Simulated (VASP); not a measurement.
# Fe2SiF4 (Fd-3m) in VASP: single point with r2SCAN

Aim: the single point of Fe2SiF4 with r2SCAN.

Program: VASP 6.6.1. These are calculated values, not measurements. Logs are shortened: lines on timing, memory, paths and dates and some standing lists are left out, and cuts for length are marked.

## Step 1: The cell of the first run

The structure is cubic, space group Fd-3m (No. 227). The conventional cell has a = 8.527 Å, b = 8.527 Å, c = 8.527 Å, α = 90.00°, β = 90.00°, γ = 90.00°. Fe (site symmetry -3m) has 6 F at 2.19 Å within 2.9 Å. Within 2.3 Å of Si (site symmetry -43m) lie 4 F at 1.74 Å. Within 2.3 Å of F (site symmetry 3m) lie 1 Si at 1.74 Å and 3 Fe at 2.19 Å.

## Step 2: Single point, r2SCAN

POSCAR

```
Fe2SiF4
1.0
    0.0000000000      4.2632777200      4.2632777200
    4.2632777200      0.0000000000      4.2632777200
    4.2632777200      4.2632777200      0.0000000000
Fe Si F
4 2 8
Direct
    0.6250000000      0.6250000000      0.6250000000
    0.1250000000      0.6250000000      0.6250000000
    0.6250000000      0.6250000000      0.1250000000
    0.6250000000      0.1250000000      0.6250000000
    0.0000000000      0.0000000000      0.0000000000
    0.2500000000      0.2500000000      0.2500000000
    0.3680000000      0.3680000000      0.3680000000
    0.3540000000      0.8820000000      0.8820000000
    0.3680000000      0.3680000000      0.8960000000
    0.8820000000      0.3540000000      0.8820000000
    0.8960000000      0.3680000000      0.3680000000
    0.8820000000      0.8820000000      0.8820000000
    0.3680000000      0.8960000000      0.3680000000
    0.8820000000      0.8820000000      0.3540000000
```

INCAR.step1

```
SYSTEM = Fe2SiF4
PREC = Accurate ; ENCUT = 520
ISMEAR = -1 ; SIGMA = 0.1
LREAL = .FALSE. ; LASPH = .TRUE.
NELM = 100 ; NBANDS = 61
GGA = PE ; ALGO = Normal
EDIFF = 1E-4 ; LWAVE = .TRUE.
LCHARG = .FALSE.
```

INCAR.step2

```
SYSTEM = Fe2SiF4
PREC = Accurate ; ENCUT = 520
EDIFF = 1E-7 ; ISMEAR = -1
SIGMA = 0.1 ; LREAL = .FALSE.
LASPH = .TRUE. ; NELM = 100
ALGO = Normal ; ISIF = 2
LWAVE = .FALSE. ; LCHARG = .TRUE.
METAGGA = R2SCAN ; LMIXTAU = .TRUE.
LELF = .TRUE. ; LVHAR = .TRUE.
NBANDS = 61 ; ISTART = 1
```

KPOINTS

```
regular mesh
0
G
  7 7 7
  0 0 0
```

Potentials or basis: VASP PAW PBE potentials, release 64 (Fe, Si, F).

On the command line:

```console
cat potpaw_PBE.64/Fe/POTCAR potpaw_PBE.64/Si/POTCAR potpaw_PBE.64/F/POTCAR > POTCAR
cp INCAR.step1 INCAR
mpirun -np 1 vasp_std > vasp.out
cp INCAR.step2 INCAR
mpirun -np 1 vasp_std > vasp.out
```

OUTCAR:

```text
SYSTEM = Fe2SiF4
   PREC = Accurate
   ENCUT = 520
   EDIFF = 1E-7
   ISMEAR = -1
   LREAL = .FALSE.
   LASPH = .TRUE.
   NELM = 100
   ISIF = 2
   METAGGA = R2SCAN
   ISTART = 1

 ion  position               nearest neighbor table
   1  0.625  0.625  0.625-   8 2.19   9 2.19  10 2.19  11 2.19  13 2.19  14 2.19   2 3.01   3 3.01
                             4 3.01   3 3.01   4 3.01   2 3.01
   2  0.125  0.625  0.625-   7 2.19  12 2.19  10 2.19   9 2.19  13 2.19  14 2.19   1 3.01   3 3.01
                             4 3.01   1 3.01   3 3.01   4 3.01
   3  0.625  0.625  0.125-   7 2.19  12 2.19  10 2.19  11 2.19   8 2.19  13 2.19   1 3.01   1 3.01
                             2 3.01   4 3.01   4 3.01   2 3.01
   4  0.625  0.125  0.625-   7 2.19  12 2.19   9 2.19  11 2.19   8 2.19  14 2.19   1 3.01   3 3.01
                             1 3.01   2 3.01   3 3.01   2 3.01
   5  0.000  0.000  0.000-   8 1.74  10 1.74  14 1.74  12 1.74
   6  0.250  0.250  0.250-   9 1.74  11 1.74  13 1.74   7 1.74
   7  0.368  0.368  0.368-   6 1.74   3 2.19   4 2.19   2 2.19
   8  0.354  0.882  0.882-   5 1.74   1 2.19   4 2.19   3 2.19
   9  0.368  0.368  0.896-   6 1.74   1 2.19   4 2.19   2 2.19
  10  0.882  0.354  0.882-   5 1.74   1 2.19   3 2.19   2 2.19
  11  0.896  0.368  0.368-   6 1.74   1 2.19   4 2.19   3 2.19
  12  0.882  0.882  0.882-   5 1.74   3 2.19   4 2.19   2 2.19
  13  0.368  0.896  0.368-   6 1.74   1 2.19   3 2.19   2 2.19
  14  0.882  0.882  0.354-   5 1.74   1 2.19   4 2.19   2 2.19

  LATTYP: Found a face centered cubic cell.
 ALAT       =     8.5265554400

  Lattice vectors:

 A1 = (   0.0000000000,   4.2632777200,   4.2632777200)
 A2 = (   4.2632777200,   0.0000000000,   4.2632777200)
 A3 = (   4.2632777200,   4.2632777200,   0.0000000000)

Analysis of symmetry for initial positions (statically):
=====================================================================
 Subroutine PRICEL returns:
 Original cell was already a primitive cell.

 Routine SETGRP: Setting up the symmetry group for a
 face centered cubic supercell.

 Subroutine GETGRP returns: Found 48 space group operations
 (whereof 24 operations were pure point group operations)
 out of a pool of 48 trial point group operations.

The static configuration has the point symmetry T_d .
 The point group associated with its full space group is O_h .

Analysis of symmetry for dynamics (positions and initial velocities):
=====================================================================
 Subroutine PRICEL returns:
 Original cell was already a primitive cell.
[... 144 lines left out ...]
   EFERMI_NEDOS =   21; number of points for ismear=-14 and -15
   IALGO  =     38    algorithm
   IMIX   =      4    mixing-type and parameters
     AMIX     =   0.40;   BMIX     =  1.00
     AMIX_MAG =   1.60;   BMIX_MAG =  1.00
  volume/ion in A,a.u.               =      11.07        74.70
  Fermi-wavevector in a.u.,A,eV,Ry     =   1.395549  2.637204 26.498105  1.947556
  Thomas-Fermi vector in A             =   2.518990
   LORBIT       =      0    0 simple, 1 ext, 2 COOP (PROOUT), +10 PAW based schemes
   METAGGA = R2SCAN    functional components
   LHFCALC =     F    Hartree Fock is set to
   AEXX    =    0.0000 exact exchange contribution
   IVDW    =     0    specifies the selected vdW correction
   LEPSILON=     F    determine dielectric tensor
   LRPA    =     F    only Hartree local field effects (RPA)
 non-spin polarized calculation
  energy-cutoff  :      520.00
  volume of cell :      154.97
 maximum number of plane-waves:      4279
 NGX is ok and might be reduce to    48
   NGX = 23   NGY = 23   NGZ = 23

 number of electron      95.9999958 magnetization

 Free energy of the ion-electron system (eV)
  ---------------------------------------------------
  ext. energy  EPLUGINS =         0.00000000
  ---------------------------------------------------
  free energy    TOTEN  =      -103.79152024 eV

  energy without entropy =     -103.20753883  energy(sigma->0) =     -103.49952954

 E-fermi :   7.0655     XC(G=0): -11.5472

 val. band max:        7.0643982965   @ k =  -0.1429   0.1429   0.0000
 cond. band min:       7.0711399508   @ k =   0.4286   0.2857   0.1429
 fundamental gap:      0.0067416543
 Fermi energy:         7.0655264193

 k-point     1 :       0.0000    0.0000    0.0000
  band No.  band energies     occupation
      1     -23.7072      2.00000
      2     -23.3291      2.00000
      3     -23.0989      2.00000
      4     -23.0989      2.00000
      5     -23.0989      2.00000
      6     -23.0335      2.00000
[... 1249 lines left out ...]
     59      10.2755      0.00000
     60      10.5632      0.00000
 [bands above 60 left out]

------------------------ aborting loop because EDIFF is reached ----------------------------------------

  FORCE on cell =-STRESS in cart. coord.  units (eV):
  Direction    XX          YY          ZZ          XY          YZ          ZX
  --------------------------------------------------------------------------------------
  -------------------------------------------------------------------------------------
  Total       15.4197508     15.4197508     15.4197508      0.0000000      0.0000000      0.0000000
  in kB      159.4142236    159.4142236    159.4142236      0.0000000      0.0000000      0.0000000
  external PRESSURE =     159.4142236 kB  Pullay stress =       0.0000000 kB

 VOLUME and BASIS-vectors are now :
 -----------------------------------------------------------------------------
  energy-cutoff  :      520.00
  volume of cell :      154.97
      direct lattice vectors                 reciprocal lattice vectors
     0.000000000  4.263277720  4.263277720    -0.117280654  0.117280654  0.117280654
     4.263277720  0.000000000  4.263277720     0.117280654 -0.117280654  0.117280654
     4.263277720  4.263277720  0.000000000     0.117280654  0.117280654 -0.117280654

 POSITION                                       TOTAL-FORCE (eV/Angst)
 -----------------------------------------------------------------------------------
      5.32910      5.32910      5.32910        -0.000000     -0.000000     -0.000000
      5.32910      3.19746      3.19746        -0.000000     -0.000000     -0.000000
      3.19746      3.19746      5.32910        -0.000000     -0.000000     -0.000000
      3.19746      5.32910      3.19746        -0.000000     -0.000000     -0.000000
      0.00000      0.00000      0.00000        -0.000000     -0.000000     -0.000000
      2.13164      2.13164      2.13164        -0.000000     -0.000000     -0.000000
      3.13777      3.13777      3.13777         0.767595      0.767595      0.767595
      7.52042      5.26941      5.26941        -0.767595      0.767595      0.767595
      5.38878      5.38878      3.13777        -0.767595     -0.767595      0.767595
      5.26941      7.52042      5.26941         0.767595     -0.767595      0.767595
      3.13777      5.38878      5.38878         0.767595     -0.767595     -0.767595
      7.52042      7.52042      7.52042        -0.767595     -0.767595     -0.767595
      5.38878      3.13777      5.38878        -0.767595      0.767595     -0.767595
      5.26941      5.26941      7.52042         0.767595      0.767595     -0.767595
 -----------------------------------------------------------------------------------
    total drift:                                0.000000      0.000000      0.000000

  FREE ENERGIE OF THE ION-ELECTRON SYSTEM (eV)
  ---------------------------------------------------
  free  energy   TOTEN  =      -103.7915202422 eV

  energy  without entropy=     -103.2075388348  energy(sigma->0) =     -103.49952954
```

OUTCAR.step1:

```text
SYSTEM = Fe2SiF4
   PREC = Accurate
   ENCUT = 520
   ISMEAR = -1
   LREAL = .FALSE.
   LASPH = .TRUE.
[... 1528 lines left out ...]
      7.52042      7.52042      7.52042        -0.314929     -0.314929     -0.314929
      5.38878      3.13777      5.38878        -0.314929      0.314929     -0.314929
      5.26941      5.26941      7.52042         0.314929      0.314929     -0.314929
 -----------------------------------------------------------------------------------
    total drift:                                0.000000      0.000000      0.000000

  FREE ENERGIE OF THE ION-ELECTRON SYSTEM (eV)
  ---------------------------------------------------
  free  energy   TOTEN  =       -61.9191647953 eV

  energy  without entropy=      -60.7129421269  energy(sigma->0) =      -61.31605346
```

OSZICAR.step1:

```text
N       E                     dE             d eps       ncg     rms          rms(c)
DAV:   1     0.131920906860E+04    0.13192E+04   -0.44120E+04  2440   0.175E+03
DAV:   2     0.150762407729E+03   -0.11684E+04   -0.10814E+04  2536   0.486E+02
DAV:   3    -0.530926384190E+02   -0.20386E+03   -0.19312E+03  2936   0.231E+02
DAV:   4    -0.650048867729E+02   -0.11912E+02   -0.11445E+02  3160   0.571E+01
DAV:   5    -0.654263532772E+02   -0.42147E+00   -0.41953E+00  3112   0.102E+01    0.175E+01
DAV:   6    -0.631052306478E+02    0.23211E+01   -0.21262E+01  3696   0.285E+01    0.146E+01
DAV:   7    -0.623747778116E+02    0.73045E+00   -0.11603E+01  3872   0.240E+01    0.845E+00
DAV:   8    -0.619256185471E+02    0.44916E+00   -0.24088E+00  3704   0.108E+01    0.415E+00
DAV:   9    -0.619196819844E+02    0.59366E-02   -0.16992E-01  3720   0.294E+00    0.140E+00
DAV:  10    -0.619166342231E+02    0.30478E-02   -0.33465E-02  3027   0.114E+00    0.526E-01
DAV:  11    -0.619187710641E+02   -0.21368E-02   -0.26905E-03  3016   0.296E-01    0.298E-01
DAV:  12    -0.619192103261E+02   -0.43926E-03   -0.82693E-04  2582   0.129E-01    0.570E-02
DAV:  13    -0.619191647953E+02    0.45531E-04   -0.84752E-05  1547   0.765E-02
   1 F= -.61919165E+02 E0= -.61316053E+02  d E =-.120622E+01
```

Wall time 18 min (1 thread of AMD EPYC 7R13 (Zen 3), shared host); peak memory 0.42 GiB.

What came out:

- Free energy: -103.7915 eV
- Pressure: 15.9 GPa
- Largest force: 1.330 eV/Å
- Band gap on the k mesh: zero (band 48 reaches 7.17 eV, above the bottom of band 49 at 7.08 eV)

Forces in eV/Å, atoms in the order of the input:
```
Fe   0.000  0.000  0.000
Fe   0.000  0.000  0.000
Fe   0.000  0.000  0.000
Fe   0.000  0.000  0.000
Si   0.000  0.000  0.000
Si   0.000  0.000  0.000
F    0.768  0.768  0.768
F   -0.768  0.768  0.768
F   -0.768 -0.768  0.768
F    0.768 -0.768  0.768
F    0.768 -0.768 -0.768
F   -0.768 -0.768 -0.768
F   -0.768  0.768 -0.768
F    0.768  0.768 -0.768
```

Caveat: the PAW data sets were made with another functional, which shifts forces and pressure a little; the run has no spin polarisation, though such a crystal can be magnetic; semilocal functionals often make such compounds metallic where correlation or magnetic order opens a gap, which also shifts bond lengths.
